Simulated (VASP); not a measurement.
A run of VASP 6.6.1 is set up as follows.

The input INCAR:

```
SYSTEM = WSe2
ALGO = Normal
EDIFF = 1E-6
ENCUT = 520
GGA = PE
ISIF = 2
ISMEAR = 0
IVDW = 12
LASPH = .True.
LCHARG = .False.
LREAL = .False.
LWAVE = .False.
NBANDS = 20
NELM = 60
PREC = Accurate
SIGMA = 0.05
```

The input KPOINTS:

```
k-points
0
Gamma
  9 9 4
  0 0 0
```

POSCAR

```
WSe2
1.0
    3.2407853126      0.0000000000      0.0000000000
   -1.6203926563      2.8066024089      0.0000000000
    0.0000000000      0.0000000000      7.1688500340
W Se
1 2
Direct
    0.0000000000      0.0000000000      0.0000000000
    0.3333333333      0.6666666667      0.2405528385
    0.3333333333      0.6666666667      0.7594471615
```

Potentials or basis: VASP PAW PBE potentials, release 64 (W_sv, Se).

The run is started by

```console
$ cat potpaw_PBE.64/W_sv/POTCAR potpaw_PBE.64/Se/POTCAR > POTCAR
$ mpirun -np 1 vasp_std > vasp.out
```

(1) Estimate the largest force.

(2) Estimate the band gap on the k mesh.

(3) Predict the dispersion energy per atom.

(4) Predict the pressure.

Results:

(1) 0.338 eV/Å.

(2) 1.22 eV (least direct gap 1.86 eV).

(3) -0.432 eV.

(4) -0.2 GPa.

Caveat: the cell differs from its parent crystal (strain +e along x and -e along y +0.0000, strain +e along z and -e/2 along x and y +0.0233); spin-orbit coupling is left out, which moves the levels of the heavy elements; an odd mesh through Γ misses points on the zone boundary, where band edges can lie.
